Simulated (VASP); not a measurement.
# SiF (R-3m) in VASP: a series of runs

SiF is run at these levels: r2SCAN; tasks: single point.

Program: VASP 6.6.1. These are calculated values, not measurements. Logs are shortened: lines on timing, memory, paths and dates and some standing lists are left out, and cuts for length are marked.

## (1) The cell of the first run

Symmetry: R-3m, No. 166, trigonal system. Conventional cell: a = 2.577 Å, b = 2.577 Å, c = 11.601 Å, α = 90.00°, β = 90.00°, γ = 120.00°. Within 3.2 Å of Si (site symmetry -3m) lie 6 F at 2.44 Å and 6 Si at 2.58 Å. F (site symmetry -3m) has 6 Si at 2.44 Å and 6 F at 2.58 Å within 3.2 Å.

## (2) Single point, r2SCAN

File POSCAR:

```
SiF
1.0
    1.2882885380      0.7437937342      3.8670468041
   -1.2882885380      0.7437937342      3.8670468041
    0.0000000000     -1.4875874684      3.8670468041
Si F
1 1
Direct
    0.5000000000      0.5000000000      0.5000000000
    0.0000000000      0.0000000000      0.0000000000
```

File INCAR.step1:

```
ALGO = Normal
EDIFF = 1E-4
ENCUT = 520
GGA = PE
ISMEAR = -1
LASPH = True
LCHARG = False
LREAL = False
LWAVE = True
NBANDS = 12
NELM = 100
PREC = Accurate
SIGMA = 0.05
```

File INCAR.step2:

```
ALGO = Normal
EDIFF = 1E-7
ENCUT = 520
ISIF = 2
ISMEAR = -1
ISTART = 1
LASPH = True
LCHARG = False
LMIXTAU = True
LREAL = False
LWAVE = False
METAGGA = R2SCAN
NBANDS = 12
NELM = 100
PREC = Accurate
SIGMA = 0.05
```

File KPOINTS:

```
k-points
0
Gamma
  12 12 12
```

Potentials or basis: VASP PAW PBE potentials, release 64 (Si, F).

Run with:

```console
cat potpaw_PBE.64/Si/POTCAR potpaw_PBE.64/F/POTCAR > POTCAR
cp INCAR.step1 INCAR
mpirun -np 1 vasp_std > vasp.out
cp INCAR.step2 INCAR
mpirun -np 1 vasp_std > vasp.out
```

OUTCAR:

```text
EDIFF = 1E-7
   ENCUT = 520
   ISIF = 2
   ISMEAR = -1
   ISTART = 1
   LASPH = True
   LREAL = False
   METAGGA = R2SCAN
   NELM = 100
   PREC = Accurate

 ion  position               nearest neighbor table
   1  0.500  0.500  0.500-   2 2.44   2 2.44   2 2.44   2 2.44   2 2.44   2 2.44
   2  0.000  0.000  0.000-   1 2.44   1 2.44   1 2.44   1 2.44   1 2.44   1 2.44

  LATTYP: Found a trigonal (rhomboedric) cell.
 ALAT       =     4.1433039306
 COS(alpha) =     0.8066417542

  Lattice vectors:

 A1 = (   1.2882885380,   0.7437937342,   3.8670468041)
 A2 = (  -1.2882885380,   0.7437937342,   3.8670468041)
 A3 = (   0.0000000000,  -1.4875874684,   3.8670468041)

Analysis of symmetry for initial positions (statically):
=====================================================================
 Subroutine PRICEL returns:
 Original cell was already a primitive cell.

 Routine SETGRP: Setting up the symmetry group for a
 trigonal (rhombohedral) supercell.

 Subroutine GETGRP returns: Found 12 space group operations
 (whereof 12 operations were pure point group operations)
 out of a pool of 12 trial point group operations.

The static configuration has the point symmetry D_3d.

Analysis of symmetry for dynamics (positions and initial velocities):
=====================================================================
 Subroutine PRICEL returns:
 Original cell was already a primitive cell.

 Routine SETGRP: Setting up the symmetry group for a
 trigonal (rhombohedral) supercell.

 Subroutine GETGRP returns: Found 12 space group operations
 (whereof 12 operations were pure point group operations)
 out of a pool of 12 trial point group operations.

The dynamic configuration has the point symmetry D_3d.

 Subroutine INISYM returns: Found 12 space group operations
 (whereof 12 operations are pure point group operations),
 and found     1 'primitive' translations

----------------------------------------------------------------------------------------

                                     Primitive cell

  volume of cell :      22.2329

  direct lattice vectors                    reciprocal lattice vectors
     1.288288538  0.743793734  3.867046804     0.388111813  0.224076460  0.086198422
    -1.288288538  0.743793734  3.867046804    -0.388111813  0.224076460  0.086198422
     0.000000000 -1.487587468  3.867046804     0.000000000 -0.448152919  0.086198422

  length of vectors
     4.143303931  4.143303931  4.143303931     0.456367404  0.456367404  0.456367404

  position of ions in fractional coordinates (direct lattice)
     0.500000000  0.500000000  0.500000000
     0.000000000  0.000000000  0.000000000

  ion indices of the primitive-cell ions
   primitive index   ion index
                 1           1
                 2           2

----------------------------------------------------------------------------------------

 KPOINTS: k-points

Automatic generation of k-mesh.
 Grid dimensions read from file:
 generate k-points for:   12   12   12

 Generating k-lattice:

  Cartesian coordinates                     Fractional coordinates (reciprocal lattice)
     0.032342651  0.018673038  0.007183202     0.083333333  0.000000000  0.000000000
    -0.032342651  0.018673038  0.007183202     0.000000000  0.083333333  0.000000000
     0.000000000 -0.037346077  0.007183202     0.000000000  0.000000000  0.083333333

  Length of vectors
     0.038030617  0.038030617  0.038030617

  Shift w.r.t. Gamma in fractional coordinates (k-lattice)
     0.000000000  0.000000000  0.000000000

 Subroutine IBZKPT returns following result:
 ===========================================

 Found    189 irreducible k-points:

 Following reciprocal coordinates:
            Coordinates               Weight
  0.000000  0.000000  0.000000      1.000000
  0.083333  0.000000  0.000000      6.000000
  0.166667 -0.000000  0.000000      6.000000
  0.250000 -0.000000  0.000000      6.000000
  0.333333  0.000000  0.000000      6.000000
  0.416667 -0.000000  0.000000      6.000000
[... 16 lines left out ...]
  0.500000  0.166667  0.000000     12.000000
 -0.416667  0.166667  0.000000     12.000000
 [... further k-points ...]
   k-points           NKPTS =    189   k-points in BZ     NKDIM =    189   number of bands    NBANDS=     12
   number of dos      NEDOS =    301   number of ions     NIONS =      2
   total plane-waves  NPLWV =  32768
   dimension x,y,z NGX =    32 NGY =   32 NGZ =   32
   dimension x,y,z NGXF=    64 NGYF=   64 NGZF=   64
   ions per type =               1   1
   NGX,Y,Z   is equivalent  to a cutoff of  12.84, 12.84, 12.84 a.u.
   NGXF,Y,Z  is equivalent  to a cutoff of  25.68, 25.68, 25.68 a.u.
 SYSTEM =  unknown system
   PREC   = accura    normal or accurate (medium, high low for compatibility)
   ISTART =      1    job   : 0-new  1-cont  2-samecut
   ICHARG =      0    charge: 1-file 2-atom 10-const
   ISPIN  =      1    spin polarized calculation?
   LNONCOLLINEAR =      F non collinear calculations
   LSORBIT =      F    spin-orbit coupling
   LASPH  =      T    aspherical Exc in radial PAW
   ENCUT  =  520.0 eV  38.22 Ry    6.18 a.u.   7.70  7.70  7.70*2*pi/ulx,y,z
   NELM   =    100;   NELMIN=  2; NELMDL=  0     # of ELM steps
   EDIFF  = 0.1E-06   stopping-criterion for ELM
   LREAL  =      F    real-space projection
   EDIFFG = 0.1E-05   stopping-criterion for IOM
   NSW    =      0    number of steps for IOM
   IBRION =     -1    ionic relax: 0-MD 1-quasi-New 2-CG
   NFREE  =      0    steps in history (QN), initial steepest desc. (CG)
   ISIF   =      2    stress and relaxation
   ISYM   =      2    0-nonsym 1-usesym 2-fastsym
   POTIM  = 0.5000    time-step for ionic-motion
   TEBEG  =    0.0;   TEEND  =   0.0 temperature during run
   PSTRESS=    0.0 pullay stress
   NELECT =      11.0000    total number of electrons
   NUPDOWN=      -1.0000    fix difference up-down
   EMIN   =  10.00;   EMAX   =-10.00  energy-range for DOS
   EFERMI =   0.00;   METHOD = LEGACY
   ISMEAR =    -1;   SIGMA  =   0.05  broadening in eV -4-tet -1-fermi 0-gaus
   EFERMI_NEDOS =   21; number of points for ismear=-14 and -15
   IALGO  =     38    algorithm
   IMIX   =      4    mixing-type and parameters
     AMIX     =   0.40;   BMIX     =  1.00
     AMIX_MAG =   1.60;   BMIX_MAG =  1.00
  volume/ion in A,a.u.               =      11.12        75.02
  Fermi-wavevector in a.u.,A,eV,Ry     =   1.294813  2.446841 22.810710  1.676540
  Thomas-Fermi vector in A             =   2.426372
   LORBIT       =      0    0 simple, 1 ext, 2 COOP (PROOUT), +10 PAW based schemes
   METAGGA = R2SCAN    functional components
   LHFCALC =     F    Hartree Fock is set to
   AEXX    =    0.0000 exact exchange contribution
   IVDW    =     0    specifies the selected vdW correction
   LEPSILON=     F    determine dielectric tensor
   LRPA    =     F    only Hartree local field effects (RPA)
 non-spin polarized calculation
  energy-cutoff  :      520.00
  volume of cell :       22.23
 maximum number of plane-waves:       612
   NGX = 15   NGY = 15   NGZ = 15

 number of electron      10.9999996 magnetization

 Free energy of the ion-electron system (eV)
  ---------------------------------------------------
  ext. energy  EPLUGINS =         0.00000000
  ---------------------------------------------------
  free energy    TOTEN  =       -13.34996810 eV

  energy without entropy =      -13.34615718  energy(sigma->0) =      -13.34806264

 E-fermi :   7.7574     XC(G=0): -11.7264

 val. band max:        7.6578478262   @ k =  -0.1667   0.5000   0.0833
 cond. band min:       7.7643401641   @ k =  -0.2500  -0.2500   0.0833
 fundamental gap:      0.1064923379
 Fermi energy:         7.7574288942

 k-point     1 :       0.0000    0.0000    0.0000
  band No.  band energies     occupation
      1     -18.3656      2.00000
      2      -4.4167      2.00000
      3      -0.6756      2.00000
      4       3.8304      2.00000
      5       3.8304      2.00000
      6      11.2463      0.00000
      7      16.2831      0.00000
      8      20.9968      0.00000
      9      20.9968      0.00000
     10      21.7299      0.00000
     11      21.7299      0.00000
     12      27.9047      0.00000

 k-point     2 :       0.0833    0.0000    0.0000
  band No.  band energies     occupation
      1     -18.3044      2.00000
      2      -4.2670      2.00000
      3      -0.5288      2.00000
      4       3.5906      2.00000
      5       3.7816      2.00000
      6      11.1927      0.00000
      7      16.3794      0.00000
      8      18.7158      0.00000
      9      19.3814      0.00000
     10      22.2979      0.00000
     11      23.6786      0.00000
     12      26.3449      0.00000

 k-point     3 :       0.1667   -0.0000    0.0000
  band No.  band energies     occupation
      1     -18.1327      2.00000
      2      -3.8228      2.00000
      3      -0.1188      2.00000
      4       2.9850      2.00000
      5       3.6503      2.00000
      6      11.0209      0.00000
      7      14.7895      0.00000
      8      17.6365      0.00000
      9      17.7898      0.00000
     10      21.9265      0.00000
     11      23.9544      0.00000
     12      26.2189      0.00000
[... 286 lines left out ...]
 k-point    23 :       0.5000    0.1667    0.0000
  band No.  band energies     occupation
      1     -17.3671      2.00000
      2      -1.0583      2.00000
      3       0.7339      2.00000
      4       2.2700      2.00000
      5       3.2877      2.00000
      6       6.9202      2.00000
      7      10.1379      0.00000
      8      11.7533      0.00000
      9      18.4064      0.00000
     10      21.3595      0.00000
     11      22.6583      0.00000
     12      26.0471      0.00000

 k-point    24 :      -0.4167    0.1667    0.0000
  band No.  band energies     occupation
      1     -17.3075      2.00000
      2      -0.6384      2.00000
      3       0.9542      2.00000
      4       2.1225      2.00000
      5       3.4388      2.00000
      6       5.6817      2.00000
      7      10.0691      0.00000
      8      11.9002      0.00000
      9      18.0013      0.00000
     10      21.1494      0.00000
     11      22.6390      0.00000
     12      26.4961      0.00000

 [... further k-points ...]
[... 5 lines left out ...]
  --------------------------------------------------------------------------------------
  -------------------------------------------------------------------------------------
  Total        0.6623054      0.6623054      0.6474790      0.0000000     -0.0000000     -0.0000000
  in kB       47.7279262     47.7279262     46.6594839      0.0000000     -0.0000000     -0.0000000
  external PRESSURE =      47.3717788 kB  Pullay stress =       0.0000000 kB

 VOLUME and BASIS-vectors are now :
 -----------------------------------------------------------------------------
  energy-cutoff  :      520.00
  volume of cell :       22.23
      direct lattice vectors                 reciprocal lattice vectors
     1.288288538  0.743793734  3.867046804     0.388111813  0.224076460  0.086198422
    -1.288288538  0.743793734  3.867046804    -0.388111813  0.224076460  0.086198422
     0.000000000 -1.487587468  3.867046804     0.000000000 -0.448152919  0.086198422

 POSITION                                       TOTAL-FORCE (eV/Angst)
 -----------------------------------------------------------------------------------
      0.00000      0.00000      5.80057        -0.000000     -0.000000      0.000000
      0.00000      0.00000      0.00000         0.000000      0.000000     -0.000000
 -----------------------------------------------------------------------------------
    total drift:                               -0.000000     -0.000000     -0.000000

  FREE ENERGIE OF THE ION-ELECTRON SYSTEM (eV)
  ---------------------------------------------------
  free  energy   TOTEN  =       -13.3499680955 eV

  energy  without entropy=      -13.3461571805  energy(sigma->0) =      -13.34806264
```

It took 6.8 min on 1 thread of AMD EPYC 9R45 (Zen 5), shared host; peak memory 0.17 GiB.

What came out:

```yaml
Free_energy: -13.3500 eV
Pressure: 4.7 GPa
```

Stress tensor (GPa, compression positive):
```
4.77 0.00 0.00
0.00 4.77 0.00
0.00 0.00 4.67
```

Caveat: the PAW data sets were made with another functional, which shifts forces and pressure a little; an odd number of electrons without spin polarisation forces a metal; a magnetic or distorted state may lie lower.

## (3) Single point, r2SCAN

This run uses another cell than the first one, of 11.44 Å³/atom, 1.029 times its volume.

File POSCAR:

```
SiF
1.0
    1.3026883057      0.7521074440      3.8905684963
   -1.3026883057      0.7521074440      3.8905684963
    0.0000000000     -1.5042148879      3.8905684963
Si F
1 1
Direct
    0.5000000000      0.5000000000      0.5000000000
    0.0000000000      0.0000000000      0.0000000000
```

File INCAR.step1:

```
SYSTEM = SiF
PREC = Accurate
ENCUT = 520
ISMEAR = -1
SIGMA = 0.05
LREAL = .FALSE.
LASPH = .TRUE.
NELM = 60
NBANDS = 12
GGA = PE
ALGO = Normal
EDIFF = 1E-4
LWAVE = .TRUE.
LCHARG = .FALSE.
```

File INCAR.step2:

```
SYSTEM = SiF
PREC = Accurate
ENCUT = 520
EDIFF = 1E-6
ISMEAR = -1
SIGMA = 0.05
LREAL = .FALSE.
LASPH = .TRUE.
NELM = 60
ALGO = Normal
ISIF = 2
LWAVE = .FALSE.
LCHARG = .FALSE.
METAGGA = R2SCAN
LMIXTAU = .TRUE.
NBANDS = 12
ISTART = 1
```

File KPOINTS:

```
Automatic mesh
0
G
  12 12 12
  0 0 0
```

Potentials or basis: VASP PAW PBE potentials, release 64 (Si, F).

Run with:

```console
cat potpaw_PBE.64/Si/POTCAR potpaw_PBE.64/F/POTCAR > POTCAR
cp INCAR.step1 INCAR
mpirun -np 1 vasp_std > vasp.out
cp INCAR.step2 INCAR
mpirun -np 1 vasp_std > vasp.out
```

Wall time 6.2 min (1 thread of AMD EPYC 9R45 (Zen 5), shared host); peak memory 0.17 GiB.

It converged, with:

| Property | Result |
| --- | --- |
| Free energy | -13.3640 eV |
| Pressure | 1.7 GPa |

Stress tensor (GPa, compression positive):
```
1.72 0.00 0.00
0.00 1.72 0.00
0.00 0.00 1.63
```

Levels at points of the mesh, in eV from the Fermi level:
| k point | band 1 | band 2 | band 3 | band 4 | band 5 | band 6 | band 7 | band 8 | band 9 | band 10 |
| --- | --- | --- | --- | --- | --- | --- | --- | --- | --- | --- |
| (0.00, 0.00, 0.00) | -25.88 | -11.98 | -8.15 | -3.84 | -3.84 | 3.44 | 8.45 | 12.77 | 12.77 | 13.82 |
| (0.50, 0.00, 0.00) | -24.96 | -8.65 | -6.46 | -5.33 | -4.49 | -2.24 | 3.30 | 6.93 | 9.03 | 10.61 |
| (0.50, 0.50, 0.00) | -24.94 | -8.38 | -7.33 | -5.15 | -4.55 | -2.13 | 5.86 | 6.97 | 7.51 | 8.88 |
| (0.50, 0.50, 0.50) | -25.78 | -13.69 | -3.85 | -3.85 | -3.85 | -0.82 | 12.36 | 12.36 | 12.98 | 14.25 |

Caveat: the PAW data sets were made with another functional, which shifts forces and pressure a little; an odd number of electrons without spin polarisation forces a metal; a magnetic or distorted state may lie lower.
